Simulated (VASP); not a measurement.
Wanted: the native input for a VASP 6.6.1 run.

| Quantity | Value |
| --- | --- |
| Task | single point |
| Functional | PBE |
| Potentials or basis | VASP PAW PBE potentials, release 64 (Rb_sv, Br) |
| Cutoff | 520 eV |
| k mesh | 6 × 6 × 2 |
| Occupations | gaussian, width 0.1 eV |
| Spin | no spin polarisation |
| Dipole correction | no |
| Further INCAR settings | ALGO = Normal; EDIFF = 1e-07; NBANDS = 33 |

The structure of RbBr lies in POSCAR:

```
RbBr
1.0
    4.9576493202      0.0000000001      0.0000000000
   -2.4788246602      4.2934502543      0.0000000000
    0.0000000000      0.0000000000     12.1684898194
Rb Br
3 3
Direct
    0.6691812540      0.0000000000      0.6666666667
    0.0000000000      0.6691812540      0.3333333333
    0.3308187460      0.3308187460      0.0000000000
    0.6639509231      0.0000000000      0.1666666667
    0.0000000000      0.6639509231      0.8333333333
    0.3360490769      0.3360490769      0.5000000000
```

The input as run:

INCAR

```
SYSTEM = RbBr
  PREC = Accurate
  ENCUT = 520
  EDIFF = 1E-7
  ISMEAR = 0
  SIGMA = 0.1
  LREAL = .False.
  LASPH = .True.
  NELM = 80
  ALGO = Normal
  ISIF = 2
  LWAVE = .False.
  LCHARG = .False.
  GGA = PE
  NBANDS = 33
```

KPOINTS

```
Automatic mesh
0
Gamma
  6 6 2
  0 0 0
```

Potentials or basis: VASP PAW PBE potentials, release 64 (Rb_sv, Br).

The run is started by

```console
$ cat potpaw_PBE.64/Rb_sv/POTCAR potpaw_PBE.64/Br/POTCAR > POTCAR
$ mpirun -np 1 vasp_std > vasp.out
```

It gave:

```
Pressure               : 0.0 GPa
Largest force          : 0.008 eV/Å
Band gap on the k mesh : 4.19 eV
```

It took 4.5 min on 1 thread of Oxide Virtual Turin-like Processor (shared host), peak memory 0.4 GiB.
